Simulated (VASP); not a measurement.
# Pd in VASP: further runs

Aim: see how the results for Pd move with the level of theory and the settings. Levels: r2SCAN, rpbe exchange, lyp correlation. Tasks: single point.

Program: VASP 6.6.1. These are calculated values, not measurements. Logs are shortened: lines on timing, memory, paths and dates and some standing lists are left out, and cuts for length are marked.

## (1) The cell of the first run

The typed cell holds 36 atoms: a = 8.258 Å, b = 8.258 Å, c = 11.011 Å, α = 60.00°, β = 60.00°, γ = 60.00°.

## (2) Single point, r2SCAN (atoms moved at random)

The input, INCAR:

```
METAGGA = R2SCAN
ISMEAR = 1
SIGMA = 0.1
LWAVE = False
LCHARG = False
ISIF = 2
ISYM = 0
PREC = Accurate
LASPH = True
LREAL = False
ALGO = Normal
EDIFF = 1E-7
NELM = 120
GGA_COMPAT = False
ENCUT = 400
LMIXTAU = True
NSIM = 4
```

The input, KPOINTS:

```
k-points
0
Gamma
  1 1 1
```

The input, POSCAR:

```
Pd
1.0
    0.0000000000      5.8395000000      5.8395000000
    5.8395000000      0.0000000000      5.8395000000
    7.7860000000      7.7860000000      0.0000000000
Pd
36
Direct
    0.0009480000      0.0021380000     -0.0035640000
   -0.0029920000      0.0036170000      0.2485480000
    0.0053490000      0.0002930000      0.4979010000
   -0.0051480000      0.0051750000      0.7497870000
    0.0050180000      0.3315660000      0.0022110000
   -0.0079880000      0.3370840000      0.2509450000
    0.0018240000      0.3305150000      0.4993210000
    0.0047200000      0.3266440000      0.7480290000
    0.0022030000      0.6694340000     -0.0011240000
    0.0021520000      0.6673820000      0.2473380000
    0.0006820000      0.6619530000      0.5092220000
   -0.0053050000      0.6688350000      0.7498610000
    0.3314480000      0.0020450000     -0.0014110000
    0.3293680000      0.0072890000      0.2495000000
    0.3364650000     -0.0054880000      0.4994860000
    0.3291650000      0.0073010000      0.7454690000
    0.3281450000      0.3406410000      0.0008620000
    0.3410300000      0.3323950000      0.2477360000
    0.3282160000      0.3421370000      0.4979020000
    0.3297760000      0.3376440000      0.7471160000
    0.3258610000      0.6752330000      0.0018270000
    0.3285260000      0.6769030000      0.2504810000
    0.3396830000      0.6626620000      0.4974780000
    0.3307230000      0.6704690000      0.7515540000
    0.6708510000     -0.0000550000     -0.0014710000
    0.6681900000      0.0037110000      0.2480350000
    0.6634330000      0.0117110000      0.4966600000
    0.6653490000     -0.0024040000      0.7434900000
    0.6688290000      0.3294730000      0.0007630000
    0.6698820000      0.3388680000      0.2441150000
    0.6623910000      0.3323910000      0.4986290000
    0.6772510000      0.3252320000      0.7491250000
    0.6607530000      0.6743550000     -0.0052290000
    0.6626780000      0.6712610000      0.2478100000
    0.6607710000      0.6640410000      0.5025250000
    0.6587970000      0.6713060000      0.7556380000
```

Potentials or basis: VASP PAW PBE potentials, release 64 (Pd).

The run is started by

```
$ cat potpaw_PBE.64/Pd/POTCAR > POTCAR
$ mpirun -np 8 vasp_std > vasp.out
```

OUTCAR:

```text
METAGGA = R2SCAN
   ISMEAR = 1
   ISIF = 2
   ISYM = 0
   PREC = Accurate
   LASPH = True
   LREAL = False
   EDIFF = 1E-7
   NELM = 120
   ENCUT = 400

 ion  position               nearest neighbor table
   1  0.001  0.002  0.996-  21 2.69   8 2.71  29 2.72  25 2.72   4 2.73   9 2.73  16 2.74  13 2.74
                            26 2.76  10 2.76   2 2.77   5 2.77
   2  0.997  0.004  0.249-   5 2.71  26 2.72  22 2.72  30 2.74  27 2.74   6 2.75  13 2.76  10 2.76
                            14 2.77   1 2.77   3 2.77  11 2.85
   3  0.005  0.000  0.498-  14 2.71  15 2.72   7 2.72   4 2.75   6 2.75  11 2.75  12 2.76  28 2.76
                             2 2.77  23 2.77  27 2.78  31 2.79
   4  0.995  0.005  0.750-  32 2.63   8 2.69  25 2.71   7 2.72   1 2.73  16 2.75   3 2.75   9 2.76
                            24 2.77  12 2.78  28 2.79  15 2.79
   5  0.005  0.332  0.002-  17 2.70  13 2.71   6 2.71   2 2.71  30 2.72  20 2.75   9 2.76   1 2.77
                            12 2.78  29 2.79   8 2.82  33 2.84
   6  0.992  0.337  0.251-  30 2.69   5 2.71  31 2.72  34 2.74   2 2.75   7 2.75  10 2.75   3 2.75
                            14 2.76   9 2.76  17 2.77  18 2.85
   7  0.002  0.331  0.499-  32 2.72   3 2.72   4 2.72   8 2.73  19 2.74   6 2.75  15 2.77  10 2.78
                            35 2.79  18 2.79  11 2.79  31 2.80
   8  0.005  0.327  0.748-  16 2.66   4 2.69  11 2.70  32 2.70   1 2.71  19 2.71  20 2.73   7 2.73
                            29 2.78  12 2.80   5 2.82  36 2.85
   9  0.002  0.669  0.999-  17 2.70  21 2.71  24 2.72  10 2.73   1 2.73  25 2.73   4 2.76   5 2.76
                             6 2.76  34 2.77  12 2.78  33 2.82
  10  0.002  0.667  0.247-  21 2.69   9 2.73   6 2.75  22 2.75   2 2.76   1 2.76  26 2.77   7 2.78
                            18 2.78  34 2.79  35 2.81  11 2.86
  11  0.001  0.662  0.509-  12 2.65  19 2.67   8 2.70  23 2.74   3 2.75  36 2.77  22 2.78   7 2.79
                            35 2.84  27 2.84   2 2.85  10 2.86
[... 33 lines left out ...]
                            32 2.79   4 2.79  20 2.79  25 2.84
  29  0.669  0.329  0.001-  26 2.71  18 2.71   1 2.72  30 2.72  25 2.73  32 2.75  36 2.76  17 2.77
                             8 2.78  33 2.78   5 2.79  21 2.84
  30  0.670  0.339  0.244-   6 2.69   5 2.72  18 2.72  29 2.72   2 2.74  34 2.74  27 2.74  31 2.75
                            26 2.75  33 2.76  22 2.81  19 2.81
  31  0.662  0.332  0.499-  27 2.65  23 2.70  19 2.72   6 2.72  28 2.73  20 2.74  30 2.75  35 2.75
                            34 2.78   3 2.79  32 2.79   7 2.80
  32  0.677  0.325  0.749-   4 2.63   8 2.70   7 2.72  25 2.72  29 2.75  35 2.76  28 2.79  31 2.79
                            36 2.82  17 2.83  20 2.83  24 2.86
  33  0.661  0.674  0.995-  36 2.65  13 2.71  28 2.72  21 2.72  12 2.73  25 2.75  30 2.76  22 2.78
                            34 2.78  29 2.78   9 2.82   5 2.84
  34  0.663  0.671  0.248-  23 2.71  22 2.72  25 2.73  30 2.74   6 2.74  14 2.76  35 2.77  26 2.77
                             9 2.77  31 2.78  33 2.78  10 2.79
  35  0.661  0.664  0.503-  23 2.69  15 2.70  24 2.73  31 2.75  32 2.76  34 2.77   7 2.79  26 2.80
                            36 2.81  10 2.81  11 2.84  27 2.85
  36  0.659  0.671  0.756-  33 2.65  28 2.66  21 2.73  12 2.73  24 2.74  16 2.75  29 2.76  11 2.77
                            35 2.81  32 2.82  27 2.83   8 2.85

IMPORTANT INFORMATION: All symmetrisations will be switched off!
NOSYMM: (Re-)initialisation of all symmetry stuff for point group C_1.

----------------------------------------------------------------------------------------

                                     Primitive cell

  volume of cell :     531.0015

  direct lattice vectors                    reciprocal lattice vectors
     0.000000000  5.839500000  5.839500000    -0.085623769  0.085623769  0.085623769
     5.839500000  0.000000000  5.839500000     0.085623769 -0.085623769  0.085623769
     7.786000000  7.786000000  0.000000000     0.064217827  0.064217827 -0.064217827

  length of vectors
     8.258300097  8.258300097 11.011066797     0.148304719  0.148304719  0.111228539

  position of ions in fractional coordinates (direct lattice)
     0.000948000  0.002138000  0.996436000
     0.997008000  0.003617000  0.248548000
     0.005349000  0.000293000  0.497901000
     0.994852000  0.005175000  0.749787000
     0.005018000  0.331566000  0.002211000
     0.992012000  0.337084000  0.250945000
[... 28 lines left out ...]
     0.660771000  0.664041000  0.502525000
     0.658797000  0.671306000  0.755638000

  ion indices of the primitive-cell ions
   primitive index   ion index
                 1           1
                 2           2
                 3           3
                 4           4
                 5           5
                 6           6
[... 28 lines left out ...]
                35          35
                36          36

----------------------------------------------------------------------------------------

 KPOINTS: k-points

Automatic generation of k-mesh.
 Grid dimensions read from file:
 generate k-points for:    1    1    1

 Generating k-lattice:

  Cartesian coordinates                     Fractional coordinates (reciprocal lattice)
    -0.085623769  0.085623769  0.085623769     1.000000000  0.000000000  0.000000000
     0.085623769 -0.085623769  0.085623769     0.000000000  1.000000000  0.000000000
     0.064217827  0.064217827 -0.064217827     0.000000000  0.000000000  1.000000000

  Length of vectors
     0.148304719  0.148304719  0.111228539

  Shift w.r.t. Gamma in fractional coordinates (k-lattice)
     0.000000000  0.000000000  0.000000000

 Subroutine IBZKPT returns following result:
 ===========================================

 Found      1 irreducible k-points:

 Following reciprocal coordinates:
            Coordinates               Weight
  0.000000  0.000000  0.000000      1.000000
   k-points           NKPTS =      1   k-points in BZ     NKDIM =      1   number of bands    NBANDS=    216
   number of dos      NEDOS =    301   number of ions     NIONS =     36
   total plane-waves  NPLWV = 209952
   dimension x,y,z NGX =    54 NGY =   54 NGZ =   72
   dimension x,y,z NGXF=   108 NGYF=  108 NGZF=  144
   ions per type =              36
   NGX,Y,Z   is equivalent  to a cutoff of  10.87, 10.87, 10.87 a.u.
   NGXF,Y,Z  is equivalent  to a cutoff of  21.74, 21.74, 21.74 a.u.
 SYSTEM =  unknown system
   PREC   = accura    normal or accurate (medium, high low for compatibility)
   ISTART =      0    job   : 0-new  1-cont  2-samecut
   ICHARG =      2    charge: 1-file 2-atom 10-const
   ISPIN  =      1    spin polarized calculation?
   LNONCOLLINEAR =      F non collinear calculations
   LSORBIT =      F    spin-orbit coupling
   LASPH  =      T    aspherical Exc in radial PAW
   ENCUT  =  400.0 eV  29.40 Ry    5.42 a.u.  13.47 13.47 17.96*2*pi/ulx,y,z
   NELM   =    120;   NELMIN=  2; NELMDL= -5     # of ELM steps
   EDIFF  = 0.1E-06   stopping-criterion for ELM
   LREAL  =      F    real-space projection
   EDIFFG = 0.1E-05   stopping-criterion for IOM
   NSW    =      0    number of steps for IOM
   IBRION =     -1    ionic relax: 0-MD 1-quasi-New 2-CG
   NFREE  =      0    steps in history (QN), initial steepest desc. (CG)
   ISIF   =      2    stress and relaxation
   ISYM   =      0    0-nonsym 1-usesym 2-fastsym
   POTIM  = 0.5000    time-step for ionic-motion
   TEBEG  =    0.0;   TEEND  =   0.0 temperature during run

   SCALEE = 1.0000    scale energy and forces
   PSTRESS=    0.0 pullay stress
   NELECT =     360.0000    total number of electrons
   NUPDOWN=      -1.0000    fix difference up-down
   EMIN   =  10.00;   EMAX   =-10.00  energy-range for DOS
   EFERMI =   0.00;   METHOD = LEGACY
   ISMEAR =     1;   SIGMA  =   0.10  broadening in eV -4-tet -1-fermi 0-gaus
   EFERMI_NEDOS =   21; number of points for ismear=-14 and -15
   IALGO  =     38    algorithm
   IMIX   =      4    mixing-type and parameters
     AMIX     =   0.40;   BMIX     =  1.00
     AMIX_MAG =   1.60;   BMIX_MAG =  1.00
  volume/ion in A,a.u.               =      14.75        99.54
  Fermi-wavevector in a.u.,A,eV,Ry     =   1.438171  2.717748 28.141404  2.068335
  Thomas-Fermi vector in A             =   2.557167
   LORBIT       =      0    0 simple, 1 ext, 2 COOP (PROOUT), +10 PAW based schemes
   METAGGA = R2SCAN    functional components
   LHFCALC =     F    Hartree Fock is set to
   AEXX    =    0.0000 exact exchange contribution
   IVDW    =     0    specifies the selected vdW correction
   LEPSILON=     F    determine dielectric tensor
   LRPA    =     F    only Hartree local field effects (RPA)

   CSHIFT  =0.1000    complex shift for real part using Kramers Kronig

   OMEGAMAX=  -1.0    maximum frequency
 non-spin polarized calculation
 Methfessel and Paxton  Order N= 1 SIGMA  =   0.10
  energy-cutoff  :      400.00
  volume of cell :      531.00
 maximum number of plane-waves:      9663
 NGX is ok and might be reduce to    54
   NGX = 27   NGY = 27   NGZ = 35

 number of electron     360.0000018 magnetization

 Free energy of the ion-electron system (eV)
  ---------------------------------------------------
  ext. energy  EPLUGINS =         0.00000000
  ---------------------------------------------------
  free energy    TOTEN  =      -814.35225556 eV

  energy without entropy =     -814.32468775  energy(sigma->0) =     -814.34306629

 E-fermi :   9.2654     XC(G=0): -14.1727

 val. band max:        9.2596756316   @ k =   0.0000   0.0000   0.0000
 cond. band min:       9.2835270142   @ k =   0.0000   0.0000   0.0000
 fundamental gap:      0.0238513825
 Fermi energy:         9.2654270491

 k-point     1 :       0.0000    0.0000    0.0000
  band No.  band energies     occupation
      1       2.3850      2.00000
      2       4.0757      2.00000
      3       4.0860      2.00000
      4       4.1070      2.00000
      5       4.2429      2.00000
      6       4.2514      2.00000
[... 184 lines left out ...]
    191       9.4856     -0.00791
    192       9.6322     -0.00000
 [bands above 192 left out]

------------------------ aborting loop because EDIFF is reached ----------------------------------------

  FORCE on cell =-STRESS in cart. coord.  units (eV):
  Direction    XX          YY          ZZ          XY          YZ          ZX
  --------------------------------------------------------------------------------------
  -------------------------------------------------------------------------------------
  Total       24.8208727     24.9207332     13.7986150    -50.5355631     36.5827197     36.6214170
  in kB       74.8913931     75.1926997     41.6342129   -152.4796797    110.3801172    110.4968778
  external PRESSURE =      63.9061019 kB  Pullay stress =       0.0000000 kB

 VOLUME and BASIS-vectors are now :
 -----------------------------------------------------------------------------
  energy-cutoff  :      400.00
  volume of cell :      531.00
      direct lattice vectors                 reciprocal lattice vectors
     0.000000000  5.839500000  5.839500000    -0.085623769  0.085623769  0.085623769
     5.839500000  0.000000000  5.839500000     0.085623769 -0.085623769  0.085623769
     7.786000000  7.786000000  0.000000000     0.064217827  0.064217827 -0.064217827

 POSITION                                       TOTAL-FORCE (eV/Angst)
 -----------------------------------------------------------------------------------
      7.77074      7.76379      0.01802         0.160973     -0.073513     -0.128153
      1.95632      7.75722      5.84315        -0.102209      0.012828     -0.314935
      3.87837      3.90789      0.03295         0.024534     -0.210049      0.026957
      5.86806     11.64728      5.83966        -0.196422      0.154556     -0.394866
      1.95339      0.04652      1.96548         0.118620     -0.245425      0.038291
      3.92226      7.74671      7.76126         0.039025      0.511423      0.028542
[... 28 lines left out ...]
      7.79033      7.77123      7.73624         0.082169      0.128879      0.371783
      9.80349      9.73044      7.76714        -0.208704     -0.250029     -0.304216
 -----------------------------------------------------------------------------------
    total drift:                               -0.000755      0.000177      0.000328

  FREE ENERGIE OF THE ION-ELECTRON SYSTEM (eV)
  ---------------------------------------------------
  free  energy   TOTEN  =      -814.3522555647 eV

  energy  without entropy=     -814.3246877474  energy(sigma->0) =     -814.34306629
```

Run time: 5.1 min. Hardware: 8 MPI ranks of Intel Xeon Platinum 8488C (Sapphire Rapids), shared host; peak memory 0.21 GiB.

What came out:

- Free energy: -814.3523 eV
- Pressure: 6.4 GPa
- Largest force: 0.675 eV/Å

Forces in eV/Å, atoms in the order of the input:
```
Pd   0.161 -0.074 -0.128
Pd  -0.102  0.013 -0.315
Pd   0.025 -0.210  0.027
Pd  -0.196  0.155 -0.395
Pd   0.119 -0.245  0.038
Pd   0.039  0.511  0.029
Pd  -0.199 -0.259  0.393
Pd   0.434 -0.225  0.277
Pd  -0.227 -0.214 -0.277
Pd   0.018  0.173 -0.104
Pd   0.134 -0.523 -0.405
Pd   0.037  0.630 -0.027
Pd  -0.050  0.026  0.364
Pd  -0.100  0.010  0.175
Pd   0.073  0.145 -0.014
Pd  -0.179  0.196  0.156
Pd  -0.071 -0.187  0.312
Pd   0.252 -0.139  0.033
Pd  -0.156 -0.136 -0.127
Pd   0.196  0.251  0.338
Pd  -0.161  0.416 -0.098
Pd  -0.027  0.121 -0.167
Pd   0.410 -0.345  0.247
Pd  -0.105 -0.042 -0.182
Pd   0.201 -0.187 -0.389
Pd  -0.024  0.229 -0.318
Pd  -0.630 -0.006  0.064
Pd   0.172  0.260  0.065
Pd  -0.098 -0.117  0.166
Pd  -0.016 -0.180  0.211
Pd   0.149  0.198 -0.149
Pd   0.028 -0.244 -0.014
Pd   0.105  0.143 -0.001
Pd  -0.087 -0.021  0.148
Pd   0.082  0.129  0.372
Pd  -0.209 -0.250 -0.304
```

Stress tensor (GPa, compression positive):
```
  7.49 -15.25  11.05
-15.25   7.52  11.04
 11.05  11.04   4.16
```

Levels at points of the mesh, in eV from the Fermi level:
| k point | band 178 | band 179 | band 180 | band 181 | band 182 | band 183 | band 184 | band 185 |
| --- | --- | --- | --- | --- | --- | --- | --- | --- |
| (0.00, 0.00, 0.00) | -0.03 | -0.03 | -0.01 | -0.01 | 0.02 | 0.03 | 0.09 | 0.10 |

Caveat: the k points lie up to 0.93 Å⁻¹ apart; the cell differs from its parent crystal (atoms moved at random); the PAW data sets were made with another functional, which shifts forces and pressure a little.

(Continued in part 2 of 2.)
